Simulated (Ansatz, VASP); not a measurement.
Two plane-wave programs on Cd4S

The input INCAR:

```
PREC = Accurate
ENCUT = 600
EDIFF = 1E-6
ISMEAR = 0
SIGMA = 0.1
LREAL = F
LASPH = T
NELM = 100
ALGO = Normal
ISIF = 3
LWAVE = F
LCHARG = F
GGA = PE
IBRION = 2
NSW = 90
EDIFFG = -0.04
```

KPOINTS

```
regular mesh
0
Gamma
  6 6 4
```

File POSCAR:

```
Cd4S
1.0
    5.7260332100      0.0000000000      0.0000000000
   -2.8630166000      4.9588902200      0.0000000000
    0.0000000000      0.0000000000      4.9873986000
Cd S
4 1
Direct
    0.5000000000      0.0000000000      0.0000000000
    0.0000000000      0.5000000000      0.0000000000
    0.5000000000      0.5000000000      0.0000000000
    0.0000000000      0.0000000000      0.0000000000
    0.0000000000      0.0000000000      0.5000000000
```

Input for Ansatz:

```yaml
crystal:
  lattice:
    - [5.72603321, 0.0, 0.0]
    - [-2.8630166, 4.95889022, 0.0]
    - [0.0, 0.0, 4.9873986]
  atoms:
    - { symbol: Cd, position: [0.5, 0.0, 0.0] }
    - { symbol: Cd, position: [0.0, 0.5, 0.0] }
    - { symbol: Cd, position: [0.5, 0.5, 0.0] }
    - { symbol: Cd, position: [0.0, 0.0, 0.0] }
    - { symbol: S, position: [0.0, 0.0, 0.5] }
basis:
  ecutwfc: 420
kpoints:
  mp_grid: { grid: [6, 6, 4] }
hamiltonian:
  xc: pbe
scf:
  occupations: { method: gaussian, width: 0.1 }
  lower_state_search: "off"
output:
  forces: true
  stress: true
  eigenvalues: true
relax:
  adjacent_minimum: "off"
  f_tol: 0.04
  max_steps: 70
  cell: { stress_tol: 0.4 }
```

Alike in both runs: task relaxation of cell and atoms; functional PBE; k mesh 6 × 6 × 4; occupations gaussian, width 0.1 eV; no spin polarisation.

|  | VASP | Ansatz |
| --- | --- | --- |
| version | VASP 6.6.1 | Ansatz 0.2.0 |
| potentials or method | VASP PAW PBE potentials, release 64 (Cd, S), cutoff 600 eV | scalar-relativistic, plane waves, PAW |
| valence electrons in the cell | 54 | 86 |

```tsv
	VASP	Ansatz	Ansatz less VASP
gap on the k mesh at the Fermi level, each at its own relaxed structure (eV)	none	none	-
relaxed volume (Å³/atom)	31.50	31.47	-0.032
relaxed cell length with the largest relative difference (Å)	5.086	5.096	+0.0096
```

A gap of «none» marks a metal or a gap that the smearing closes. VASP's potentials hold 54 valence electrons a cell and Ansatz's 86, so a difference there can come from the potentials and not from the codes.
